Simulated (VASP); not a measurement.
Write the native input for VASP 6.6.1 that does the following.

* Task: single point
* Functional: PBE
* Potentials or basis: VASP PAW PBE potentials, release 64 (C)
* Cutoff: 520 eV
* k mesh: 6 × 4 × 4
* Occupations: gaussian, width 0.1 eV
* Spin: no spin polarisation
* Dipole correction: no
* Further INCAR settings: ALGO = Normal; EDIFF = 1e-06; NBANDS = 26

The structure of C lies in POSCAR:

```
C
1.0
   -2.5118344539     -0.0000015858     -0.0000027938
   -0.0000058687     -0.0000444039     -4.1800405910
   -0.0000023090     -4.3498401756     -0.0000459473
C
8
Direct
    0.5000024630      0.4372761730      0.8333223139
    0.9999956230      0.4372777146      0.3333216104
    0.0000037878      0.9372756710      0.6666760712
    0.4999960341      0.9372774444      0.1666762672
    0.5000038555      0.0627219679      0.8333243786
    0.9999966203      0.0627242831      0.3333246135
    0.0000045143      0.5627224745      0.6666767921
    0.4999971018      0.5627242716      0.1666779530
```

One way to write it, as run:

INCAR

```
SYSTEM = C
PREC     = Accurate       ! precision mode
ENCUT    = 520            ! plane-wave cutoff, eV
EDIFF    = 1E-6           ! SCF threshold, eV
ISMEAR   = 0              ! smearing method
SIGMA    = 0.1            ! smearing width, eV
LREAL    = .False.        ! projectors in reciprocal space
LASPH    = .True.         ! aspherical terms in the spheres
NELM     = 60             ! most SCF steps
ALGO     = Normal         ! electronic algorithm
ISIF     = 2              ! what is computed and relaxed
LWAVE    = .False.        ! write WAVECAR
LCHARG   = .True.         ! write CHGCAR
GGA      = PE             ! functional
LELF     = .True.         ! ELF
LVHAR    = .True.       
NBANDS   = 26             ! bands
```

KPOINTS

```
Automatic mesh
0
Gamma
  6 4 4
  0 0 0
```

Potentials or basis: VASP PAW PBE potentials, release 64 (C).

Launch:

```sh
$ cat potpaw_PBE.64/C/POTCAR > POTCAR
$ mpirun -np 1 vasp_std > vasp.out
```

It gave:

```json
{"Pressure": "0.7 GPa", "Largest force": "0.003 eV/Å", "Band gap on the k mesh": "3.34 eV"}
```

Run time: 16 s on 1 thread of Intel(R) Xeon(R) 6975P-C (Granite Rapids), on a shared host, peak memory 0.16 GiB.
